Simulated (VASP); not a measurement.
# ZnO (P6_3mc) in VASP: notebook

The runs below take ZnO through single point, with PBEsol.

All numbers are computed with VASP 6.6.1; they aren't measurements. Logs are shortened: lines on timing, memory, paths and dates and some standing lists are left out, and cuts for length are marked.

### 1 The cell of the first run

The structure is hexagonal, space group P6_3mc (No. 186). Conventional cell: a = 3.231 Å, b = 3.231 Å, c = 5.215 Å, α = 90.00°, β = 90.00°, γ = 120.00°. Zn (site symmetry 3m) has 4 O at 1.74 to 2.06 Å within 2.3 Å. O (site symmetry 3m) has 4 Zn at 1.74 to 2.06 Å within 2.3 Å.

### 2 Single point, PBEsol (c/a of the conventional cell at fixed volume 1.6142)

INCAR reads:

```
PREC     = Accurate       # precision mode
ENCUT    = 910            # plane-wave cutoff, eV
EDIFF    = 1E-6           # SCF threshold, eV
ISMEAR   = 0              # smearing method
SIGMA    = 0.05           # smearing width, eV
LREAL    = F              # projectors in reciprocal space
LASPH    = T              # aspherical terms in the spheres
NELM     = 120            # most SCF steps
ALGO     = Normal         # electronic algorithm
ISIF     = 2              # what is computed and relaxed
LWAVE    = F              # write WAVECAR
LCHARG   = F              # write CHGCAR
GGA      = PS             # functional
NBANDS   = 26             # bands
GGA_COMPAT= F
```

KPOINTS reads:

```
regular mesh
0
Gamma
  9 9 6
```

POSCAR reads:

```
ZnO
1.0
    3.2309318303      0.0000000000      0.0000000000
   -1.6154659151      2.7980690429      0.0000000000
    0.0000000000      0.0000000000      5.2153681419
Zn O
2 2
Direct
    0.3333333333      0.6666666667      0.0015754469
    0.6666666667      0.3333333333      0.5015754469
    0.3333333333      0.6666666667      0.3352736727
    0.6666666667      0.3333333333      0.8352736727
```

Potentials or basis: VASP PAW PBE potentials, release 64 (Zn, O_h).

Run with:

```sh
> cat potpaw_PBE.64/Zn/POTCAR potpaw_PBE.64/O_h/POTCAR > POTCAR
> mpirun -np 1 vasp_std > vasp.out
```

OUTCAR:

```text
PREC = Accurate
   ENCUT = 910
   EDIFF = 1E-6
   ISMEAR = 0
   LREAL = F
   LASPH = T
   NELM = 120
   ISIF = 2
   GGA = PS

 ion  position               nearest neighbor table
   1  0.333  0.667  0.002-   3 1.74   4 2.06   4 2.06   4 2.06
   2  0.667  0.333  0.502-   4 1.74   3 2.06   3 2.06   3 2.06
   3  0.333  0.667  0.335-   1 1.74   2 2.06   2 2.06   2 2.06
   4  0.667  0.333  0.835-   2 1.74   1 2.06   1 2.06   1 2.06

  LATTYP: Found a hexagonal cell.
 ALAT       =     3.2309318303
 C/A-ratio  =     1.6141993752

  Lattice vectors:

 A1 = (   3.2309318303,   0.0000000000,   0.0000000000)
 A2 = (  -1.6154659151,   2.7980690429,   0.0000000000)
 A3 = (   0.0000000000,   0.0000000000,   5.2153681419)

Analysis of symmetry for initial positions (statically):
=====================================================================
 Subroutine PRICEL returns:
 Original cell was already a primitive cell.

 Routine SETGRP: Setting up the symmetry group for a
 hexagonal supercell.

 Subroutine GETGRP returns: Found 12 space group operations
 (whereof  6 operations were pure point group operations)
 out of a pool of 24 trial point group operations.

The static configuration has the point symmetry C_3v.
 The point group associated with its full space group is C_6v.

Analysis of symmetry for dynamics (positions and initial velocities):
=====================================================================
 Subroutine PRICEL returns:
 Original cell was already a primitive cell.

 Routine SETGRP: Setting up the symmetry group for a
 hexagonal supercell.

 Subroutine GETGRP returns: Found 12 space group operations
 (whereof  6 operations were pure point group operations)
 out of a pool of 24 trial point group operations.

The dynamic configuration has the point symmetry C_3v.
 The point group associated with its full space group is C_6v.

 Subroutine INISYM returns: Found 12 space group operations
 (whereof  6 operations are pure point group operations),
 and found     1 'primitive' translations

----------------------------------------------------------------------------------------

                                     Primitive cell

  volume of cell :      47.1489

  direct lattice vectors                    reciprocal lattice vectors
     3.230931830  0.000000000  0.000000000     0.309508232  0.178694661  0.000000000
    -1.615465915  2.798069043  0.000000000     0.000000000  0.357389323  0.000000000
     0.000000000  0.000000000  5.215368142     0.000000000  0.000000000  0.191741019

  length of vectors
     3.230931830  3.230931830  5.215368142     0.357389323  0.357389323  0.191741019

  position of ions in fractional coordinates (direct lattice)
     0.333333333  0.666666667  0.001575447
     0.666666667  0.333333333  0.501575447
     0.333333333  0.666666667  0.335273673
     0.666666667  0.333333333  0.835273673

  ion indices of the primitive-cell ions
   primitive index   ion index
                 1           1
                 2           2
                 3           3
                 4           4

----------------------------------------------------------------------------------------

 KPOINTS: regular mesh

Automatic generation of k-mesh.
 Grid dimensions read from file:
 generate k-points for:    9    9    6

 Generating k-lattice:

  Cartesian coordinates                     Fractional coordinates (reciprocal lattice)
     0.034389804  0.019854962  0.000000000     0.111111111 -0.000000000  0.000000000
     0.000000000  0.039709925  0.000000000     0.000000000  0.111111111  0.000000000
     0.000000000  0.000000000  0.031956836     0.000000000  0.000000000  0.166666667

  Length of vectors
     0.039709925  0.039709925  0.031956836

  Shift w.r.t. Gamma in fractional coordinates (k-lattice)
     0.000000000  0.000000000  0.000000000

 Subroutine IBZKPT returns following result:
 ===========================================

 Found     48 irreducible k-points:

 Following reciprocal coordinates:
            Coordinates               Weight
  0.000000  0.000000  0.000000      1.000000
  0.111111 -0.000000  0.000000      6.000000
  0.222222 -0.000000  0.000000      6.000000
  0.333333 -0.000000  0.000000      6.000000
  0.444444 -0.000000  0.000000      6.000000
  0.111111  0.111111  0.000000      6.000000
[... 16 lines left out ...]
  0.333333  0.222222  0.166667     24.000000
  0.333333  0.333333  0.166667      4.000000
 [... further k-points ...]
   k-points           NKPTS =     48   k-points in BZ     NKDIM =     48   number of bands    NBANDS=     26
   number of dos      NEDOS =    301   number of ions     NIONS =      4
   total plane-waves  NPLWV =  55296
   dimension x,y,z NGX =    32 NGY =   32 NGZ =   54
   dimension x,y,z NGXF=    64 NGYF=   64 NGZF=  108
   ions per type =               2   2
   NGX,Y,Z   is equivalent  to a cutoff of  16.47, 16.47, 17.21 a.u.
   NGXF,Y,Z  is equivalent  to a cutoff of  32.93, 32.93, 34.43 a.u.
 SYSTEM =  unknown system
   PREC   = accura    normal or accurate (medium, high low for compatibility)
   ISTART =      0    job   : 0-new  1-cont  2-samecut
   ICHARG =      2    charge: 1-file 2-atom 10-const
   ISPIN  =      1    spin polarized calculation?
   LNONCOLLINEAR =      F non collinear calculations
   LSORBIT =      F    spin-orbit coupling
   LASPH  =      T    aspherical Exc in radial PAW
   ENCUT  =  910.0 eV  66.88 Ry    8.18 a.u.   7.95  7.95 12.83*2*pi/ulx,y,z
   NELM   =    120;   NELMIN=  2; NELMDL= -5     # of ELM steps
   EDIFF  = 0.1E-05   stopping-criterion for ELM
   LREAL  =      F    real-space projection
   EDIFFG = 0.1E-04   stopping-criterion for IOM
   NSW    =      0    number of steps for IOM
   IBRION =     -1    ionic relax: 0-MD 1-quasi-New 2-CG
   NFREE  =      0    steps in history (QN), initial steepest desc. (CG)
   ISIF   =      2    stress and relaxation
   ISYM   =      2    0-nonsym 1-usesym 2-fastsym
   POTIM  = 0.5000    time-step for ionic-motion
   TEBEG  =    0.0;   TEEND  =   0.0 temperature during run
   PSTRESS=    0.0 pullay stress
   NELECT =      36.0000    total number of electrons
   NUPDOWN=      -1.0000    fix difference up-down
   EMIN   =  10.00;   EMAX   =-10.00  energy-range for DOS
   EFERMI =   0.00;   METHOD = LEGACY
   ISMEAR =     0;   SIGMA  =   0.05  broadening in eV -4-tet -1-fermi 0-gaus
   EFERMI_NEDOS =   21; number of points for ismear=-14 and -15
   IALGO  =     38    algorithm
   IMIX   =      4    mixing-type and parameters
     AMIX     =   0.40;   BMIX     =  1.00
     AMIX_MAG =   1.60;   BMIX_MAG =  1.00
  volume/ion in A,a.u.               =      11.79        79.54
  Fermi-wavevector in a.u.,A,eV,Ry     =   1.496300  2.827597 30.462260  2.238913
  Thomas-Fermi vector in A             =   2.608334
   LORBIT       =      0    0 simple, 1 ext, 2 COOP (PROOUT), +10 PAW based schemes
   GGA     = PS    functional components
   LHFCALC =     F    Hartree Fock is set to
   AEXX    =    0.0000 exact exchange contribution
   IVDW    =     0    specifies the selected vdW correction
   LEPSILON=     F    determine dielectric tensor
   LRPA    =     F    only Hartree local field effects (RPA)
 non-spin polarized calculation
 Gauss-broadening in eV      SIGMA  =   0.05
  energy-cutoff  :      910.00
  volume of cell :       47.15
 maximum number of plane-waves:      2967
 NGX is ok and might be reduce to    32
   NGX = 15   NGY = 15   NGZ = 25

 number of electron      36.0000002 magnetization

 Free energy of the ion-electron system (eV)
  ---------------------------------------------------
  ext. energy  EPLUGINS =         0.00000000
  ---------------------------------------------------
  free energy    TOTEN  =       -18.79307213 eV

  energy without entropy =      -18.79307213  energy(sigma->0) =      -18.79307213

 E-fermi :   1.6819     XC(G=0): -11.2383

 val. band max:        1.4275594797   @ k =   0.0000   0.0000   0.0000
 cond. band min:       2.3332974775   @ k =   0.0000   0.0000   0.0000
 fundamental gap:      0.9057379979
 Fermi energy:         1.6818530471

 k-point     1 :       0.0000    0.0000    0.0000
  band No.  band energies     occupation
      1     -16.7828      2.00000
      2     -15.9911      2.00000
      3      -4.8801      2.00000
      4      -4.6753      2.00000
      5      -4.2323      2.00000
      6      -4.2323      2.00000
[... 18 lines left out ...]
     25      15.8053      0.00000
     26      15.9846      0.00000

 k-point     2 :       0.1111   -0.0000    0.0000
  band No.  band energies     occupation
      1     -16.7152      2.00000
      2     -15.9653      2.00000
      3      -4.8388      2.00000
      4      -4.5745      2.00000
      5      -4.3090      2.00000
      6      -4.2278      2.00000
[... 18 lines left out ...]
     25      15.7521      0.00000
     26      16.2507      0.00000

 k-point     3 :       0.2222   -0.0000    0.0000
  band No.  band energies     occupation
      1     -16.5343      2.00000
      2     -15.9041      2.00000
      3      -4.7321      2.00000
      4      -4.5484      2.00000
      5      -4.3018      2.00000
      6      -4.2297      2.00000
[... 18 lines left out ...]
     25      15.1863      0.00000
     26      15.3940      0.00000

 k-point     4 :       0.3333   -0.0000    0.0000
  band No.  band energies     occupation
      1     -16.3027      2.00000
      2     -15.8504      2.00000
      3      -4.6872      2.00000
      4      -4.6104      2.00000
      5      -4.2521      2.00000
      6      -4.1938      2.00000
[... 18 lines left out ...]
     25      14.1529      0.00000
     26      15.3171      0.00000

 k-point     5 :       0.4444   -0.0000    0.0000
  band No.  band energies     occupation
      1     -16.1187      2.00000
      2     -15.8420      2.00000
      3      -4.6964      2.00000
      4      -4.5287      2.00000
      5      -4.3638      2.00000
      6      -4.2755      2.00000
[... 18 lines left out ...]
     25      14.1028      0.00000
     26      15.4136      0.00000

 k-point     6 :       0.1111    0.1111    0.0000
  band No.  band energies     occupation
      1     -16.5908      2.00000
      2     -15.9217      2.00000
      3      -4.7634      2.00000
      4      -4.4478      2.00000
      5      -4.4254      2.00000
      6      -4.2162      2.00000
[... 427 lines left out ...]
 k-point    21 :       0.4444    0.1111    0.1667
  band No.  band energies     occupation
      1     -16.0457      2.00000
      2     -15.8598      2.00000
      3      -4.7457      2.00000
      4      -4.5588      2.00000
      5      -4.4383      2.00000
      6      -4.1773      2.00000
[... 18 lines left out ...]
     25      14.4692      0.00000
     26      15.2488      0.00000

 k-point    22 :       0.2222    0.2222    0.1667
  band No.  band energies     occupation
      1     -16.1643      2.00000
      2     -15.8590      2.00000
      3      -4.6974      2.00000
      4      -4.5762      2.00000
      5      -4.3374      2.00000
      6      -4.3248      2.00000
[... 18 lines left out ...]
     25      13.4624      0.00000
     26      16.6633      0.00000

 k-point    23 :       0.3333    0.2222    0.1667
  band No.  band energies     occupation
      1     -16.0124      2.00000
      2     -15.8619      2.00000
      3      -4.6609      2.00000
      4      -4.5517      2.00000
      5      -4.4354      2.00000
      6      -4.1149      2.00000
[... 18 lines left out ...]
     25      14.3345      0.00000
     26      15.7770      0.00000

 k-point    24 :       0.3333    0.3333    0.1667
  band No.  band energies     occupation
      1     -15.9116      2.00000
      2     -15.9116      2.00000
      3      -4.6381      2.00000
      4      -4.4937      2.00000
      5      -4.4937      2.00000
      6      -3.8568      2.00000
[... 18 lines left out ...]
     25      14.8960      0.00000
     26      16.1343      0.00000

 [... further k-points ...]
[... 5 lines left out ...]
  --------------------------------------------------------------------------------------
  -------------------------------------------------------------------------------------
  Total       -1.7806381     -1.7806381      9.8096281     -0.0000000      0.0000000      0.0000000
  in kB      -60.5083139    -60.5083139    333.3434557     -0.0000000      0.0000000      0.0000000
  external PRESSURE =      70.7756093 kB  Pullay stress =       0.0000000 kB

 VOLUME and BASIS-vectors are now :
 -----------------------------------------------------------------------------
  energy-cutoff  :      910.00
  volume of cell :       47.15
      direct lattice vectors                 reciprocal lattice vectors
     3.230931830  0.000000000  0.000000000     0.309508232  0.178694661  0.000000000
    -1.615465915  2.798069043  0.000000000     0.000000000  0.357389323  0.000000000
     0.000000000  0.000000000  5.215368142     0.000000000  0.000000000  0.191741019

 POSITION                                       TOTAL-FORCE (eV/Angst)
 -----------------------------------------------------------------------------------
     -0.00000      1.86538      0.00822         0.000000     -0.000000     -3.394250
      1.61547      0.93269      2.61590        -0.000000      0.000000     -3.394250
     -0.00000      1.86538      1.74858         0.000000      0.000000      3.394250
      1.61547      0.93269      4.35626        -0.000000     -0.000000      3.394250
 -----------------------------------------------------------------------------------
    total drift:                               -0.000000     -0.000000      0.001951

  FREE ENERGIE OF THE ION-ELECTRON SYSTEM (eV)
  ---------------------------------------------------
  free  energy   TOTEN  =       -18.7930721287 eV

  energy  without entropy=      -18.7930721287  energy(sigma->0) =      -18.79307213
```

It took 72 s on 1 thread of Intel Xeon 6975P-C (Granite Rapids), shared host; peak memory 0.29 GiB.

What came out:

```
Free energy            : -18.7931 eV
Pressure               : 7.1 GPa
Largest force          : 3.394 eV/Å
Band gap on the k mesh : 0.91 eV, direct
```

Forces on the atoms (eV/Å):
```
Zn   0.000  0.000 -3.394
Zn   0.000  0.000 -3.394
O    0.000  0.000  3.394
O    0.000  0.000  3.394
```

Stress tensor (GPa, compression positive):
```
-6.05  0.00  0.00
 0.00 -6.05  0.00
 0.00  0.00 33.33
```

Levels at points of the mesh, in eV from the valence-band top:
```
           k point  band 15  band 16  band 17  band 18  band 19  band 20  band 21  band 22
(0.00, 0.00, 0.00)    -1.26    -0.07     0.00     0.00     0.91     5.43     8.40    12.98
(0.00, 0.00, 0.50)    -0.61    -0.61    -0.61    -0.61     3.43     3.43    10.55    10.55
```

Caveat: the cutoff is under 1.25 times the usual one of these potentials, so pressure, stress and relaxed cells hold a basis-set (Pulay) error; the PAW data sets were made with another functional, which shifts forces and pressure a little.

### 3 Single point, PBEsol (c/a of the conventional cell at fixed volume 1.4851)

INCAR reads:

```
PREC = Accurate ; ENCUT = 910
EDIFF = 1E-6 ; ISMEAR = 0
SIGMA = 0.05 ; LREAL = False
LASPH = True ; NELM = 120
ALGO = Normal ; ISIF = 2
LWAVE = False ; LCHARG = False
GGA = PS ; NBANDS = 26
GGA_COMPAT = False
```

KPOINTS reads:

```
Automatic mesh
0
Gamma
  9 9 6
```

POSCAR reads:

```
ZnO
1.0
    3.3219642457      0.0000000000      0.0000000000
   -1.6609821228      2.8769054272      0.0000000000
    0.0000000000      0.0000000000      4.9334491013
Zn O
2 2
Direct
    0.3333333333      0.6666666667      0.0015754469
    0.6666666667      0.3333333333      0.5015754469
    0.3333333333      0.6666666667      0.3352736727
    0.6666666667      0.3333333333      0.8352736727
```

Potentials or basis: VASP PAW PBE potentials, release 64 (Zn, O_h).

Run with:

```sh
> cat potpaw_PBE.64/Zn/POTCAR potpaw_PBE.64/O_h/POTCAR > POTCAR
> mpirun -np 1 vasp_std > vasp.out
```

It took 87 s on 1 thread of Intel Xeon Platinum 8488C (Sapphire Rapids), shared host; peak memory 0.3 GiB.

Results (log left out):

| Item | Value |
| --- | --- |
| Free energy | -17.8205 eV |
| Pressure | 18.1 GPa |
| Largest force | 6.437 eV/Å |
| Band gap on the k mesh | 0.85 eV, indirect (least direct gap 0.88 eV) |

Forces on the atoms (eV/Å):
```
Zn   0.000  0.000 -6.437
Zn   0.000  0.000 -6.437
O    0.000  0.000  6.437
O    0.000  0.000  6.437
```

Stress tensor (GPa, compression positive):
```
-8.92  0.00  0.00
 0.00 -8.92  0.00
 0.00  0.00 72.24
```

Levels at points of the mesh, in eV from the valence-band top:
```
           k point  band 16  band 17  band 18  band 19  band 20  band 21
(0.00, 0.00, 0.00)    -0.17    -0.17    -0.03     0.85     4.99     9.08
(0.00, 0.00, 0.50)    -0.89    -0.89    -0.89     3.34     3.34    11.14
```

Caveat: the cutoff is under 1.25 times the usual one of these potentials, so pressure, stress and relaxed cells hold a basis-set (Pulay) error; the PAW data sets were made with another functional, which shifts forces and pressure a little.

### 4 Single point, PBEsol (c/a of the conventional cell at fixed volume 1.5712)

INCAR reads:

```
SYSTEM = ZnO
ALGO = Normal
EDIFF = 1E-6
ENCUT = 910
GGA = PS
GGA_COMPAT = .False.
ISIF = 2
ISMEAR = 0
LASPH = .True.
LCHARG = .False.
LREAL = .False.
LWAVE = .False.
NBANDS = 26
NELM = 120
PREC = Accurate
SIGMA = 0.05
```

KPOINTS reads:

```
k-points
0
Gamma
  9 9 6
  0 0 0
```

POSCAR reads:

```
ZnO
1.0
    3.2601408460      0.0000000000      0.0000000000
   -1.6300704230      2.8233647925      0.0000000000
    0.0000000000      0.0000000000      5.1223332972
Zn O
2 2
Direct
    0.3333333333      0.6666666667      0.0015754469
    0.6666666667      0.3333333333      0.5015754469
    0.3333333333      0.6666666667      0.3503636909
    0.6666666667      0.3333333333      0.8503636909
```

Run with:

```sh
> cat potpaw_PBE.64/Zn/POTCAR potpaw_PBE.64/O_h/POTCAR > POTCAR
> mpirun -np 1 vasp_std > vasp.out
```

Run time: 48 s. Hardware: 1 thread of Intel Xeon 6975P-C (Granite Rapids), shared host; peak memory 0.28 GiB.

The run converged. Its results:

```yaml
Free_energy: -19.0493 eV
Pressure: 5.0 GPa
Largest_force: 2.333 eV/Å
Band_gap_on_the_k_mesh: 0.79 eV, direct
```

Forces on the atoms (eV/Å):
```
Zn   0.000  0.000 -2.333
Zn   0.000  0.000 -2.333
O    0.000  0.000  2.333
O    0.000  0.000  2.333
```

Stress tensor (GPa, compression positive):
```
-5.52  0.00  0.00
 0.00 -5.52  0.00
 0.00  0.00 25.89
```

Levels at points of the mesh, in eV from the valence-band top:
```tsv
k point	band 14	band 15	band 16	band 17	band 18	band 19	band 20	band 21	band 22	band 23
(0.00, 0.00, 0.00)	-1.23	-1.23	-0.05	-0.05	0.00	0.79	5.21	8.52	12.65	12.65
(0.00, 0.00, 0.50)	-2.24	-0.63	-0.63	-0.63	-0.63	3.39	3.39	10.52	10.52	12.96
```

Caveat: the cutoff is under 1.25 times the usual one of these potentials, so pressure, stress and relaxed cells hold a basis-set (Pulay) error; the PAW data sets were made with another functional, which shifts forces and pressure a little.

### 5 The runs side by side

```tsv
cell	gap on the mesh (eV)	pressure (GPa)	largest force (eV/Å)
a = 3.231, b = 3.231, c = 5.215 Å, angles 90.0, 90.0, 120.0°, 4 atoms	0.91	7.1	3.39
a = 3.322, b = 3.322, c = 4.933 Å, angles 90.0, 90.0, 120.0°, 4 atoms	0.85	18.1	6.44
a = 3.260, b = 3.260, c = 5.122 Å, angles 90.0, 90.0, 120.0°, 4 atoms	0.79	5.0	2.33
```

Alike in all rows: task single point; level PBEsol; potentials or basis VASP PAW PBE potentials, release 64 (Zn, O_h); no spin polarisation; k mesh 9 × 9 × 6; cutoff (eV) 910; smearing gaussian 0.05 eV.

Caveats: the cutoff is under 1.25 times the usual one of these potentials, so pressure, stress and relaxed cells hold a basis-set (Pulay) error; the PAW data sets were made with another functional, which shifts forces and pressure a little.

Total energies depend on the potentials used, so only differences within one code and one set of settings carry meaning.
